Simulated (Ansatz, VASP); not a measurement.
**Li2Se: VASP beside Ansatz**

```
Li Se
1.0
     0.00000    2.99341    2.99341
     2.99341    0.00000    2.99341
     2.99341    2.99341    0.00000
Li Se
2 1
Direct
  0.25000 0.25000 0.25000
  0.75000 0.75000 0.75000
  0.00000 0.00000 0.00000
```

Alike in both runs: task single point; functional r2SCAN; k mesh 8 × 8 × 8; occupations gaussian, width 0.02 eV; no spin polarisation.

|  | VASP | Ansatz |
| --- | --- | --- |
| version | VASP 6.6.1 | Ansatz 0.2.0 |
| potentials or method | VASP PAW PBE potentials, release 64 (Li_sv, Se), cutoff 830 eV | scalar-relativistic, plane waves, PAW |
| valence electrons in the cell | 12 | 22 |

|  | VASP | Ansatz | Ansatz less VASP |
| --- | --- | --- | --- |
| gap on the k mesh at the Fermi level (eV) | 3.46 | 3.48 | +0.021 |
| least direct gap on the mesh (eV) | 4.18 | 4.10 | -0.080 |

VASP's potentials were made for PBE, not for r2SCAN. With one functional, cell and mesh, what is left measures potentials, basis and numerics. VASP's potentials hold 12 valence electrons a cell and Ansatz's 22, so a difference there can come from the potentials and not from the codes.
